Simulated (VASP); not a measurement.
Write the native input for VASP 6.6.1 that does the following.

- Task: relaxation of cell and atoms
- Functional: r2SCAN
- Dispersion: rVV10
- Potentials or basis: VASP PAW PBE potentials, release 64 (O, F)
- Cutoff: 660 eV
- k mesh: 8 × 8 × 8
- Occupations: fermi-dirac, width 0.03 eV
- Spin: no spin polarisation
- Dipole correction: no
- Further INCAR settings: ALGO = Normal; EDIFF = 1e-07; IBRION = 2; EDIFFG = -0.01; NSW = 100; ISIF = 3

OF2:

```
O F
1.0
     0.00000    2.43642    2.43642
     2.43642    0.00000    2.43642
     2.43642    2.43642    0.00000
O F
1 2
Cartesian
  0.0000 0.0000 0.0000
  3.6546 3.6546 3.6546
  1.2182 1.2182 1.2182
```

The input as run:

POSCAR

```
OF2
1.0
    0.0000000000      2.4364165328      2.4364165328
    2.4364165328      0.0000000000      2.4364165328
    2.4364165328      2.4364165328      0.0000000000
O F
1 2
Direct
    0.0000000000      0.0000000000      0.0000000000
    0.7500000000      0.7500000000      0.7500000000
    0.2500000000      0.2500000000      0.2500000000
```

INCAR.step1

```
ALGO = Normal ; EDIFF = 1E-5
EDIFFG = -0.005 ; ENCUT = 660
GGA = PE ; GGA_COMPAT = F
IBRION = 2 ; ISIF = 3
ISMEAR = -1 ; LASPH = T
LCHARG = F ; LREAL = F
LWAVE = T ; NELM = 120
NELMIN = 4 ; NSW = 100
PREC = Accurate ; SIGMA = 0.03
```

INCAR.step2

```
ALGO = Normal ; BPARAM = 11.95
CPARAM = 0.0093 ; EDIFF = 1E-7
EDIFFG = -0.01 ; ENCUT = 660
GGA_COMPAT = F ; IBRION = 2
ISIF = 3 ; ISMEAR = -1
ISTART = 1 ; IVDW_NL = 2
LASPH = T ; LCHARG = F
LMIXTAU = T ; LREAL = F
LUSE_VDW = T ; LWAVE = F
METAGGA = R2SCAN ; NELM = 120
NELMIN = 4 ; NSW = 100
PREC = Accurate ; SIGMA = 0.03
```

KPOINTS

```
k-points
0
Gamma
  8 8 8
```

Potentials or basis: VASP PAW PBE potentials, release 64 (O, F).

Launch:

```console
$ cat potpaw_PBE.64/O/POTCAR potpaw_PBE.64/F/POTCAR > POTCAR
$ cp INCAR.step1 INCAR
$ mpirun -np 1 vasp_std > vasp.out
$ cp INCAR.step2 INCAR
$ mpirun -np 1 vasp_std > vasp.out
```

It gave:

```json
{
  "Relaxed volume": "9.54 Å³/atom",
  "Relaxed cell": "a = 3.433 Å, b = 3.433 Å, c = 3.433 Å, α = 60.00°, β = 60.00°, γ = 60.00°",
  "Space group after relaxing (to 0.1 Å)": "Fm-3m (No. 225)",
  "Energy gained by relaxing": "0.5 meV/atom",
  "Ionic steps": "2",
  "Pressure after relaxing": "-0.1 GPa",
  "Band gap on the k mesh": "zero (bands 10 and 11 overlap by 0.31 eV)"
}
```

Caveat: the PAW data sets were made with another functional, which shifts forces and pressure a little.

Run time: 6.7 min on 1 thread of Intel(R) Xeon(R) Platinum 8259CL CPU @ 2.50GHz (Skylake/Cascade Lake) (shared host), peak memory 0.28 GiB.
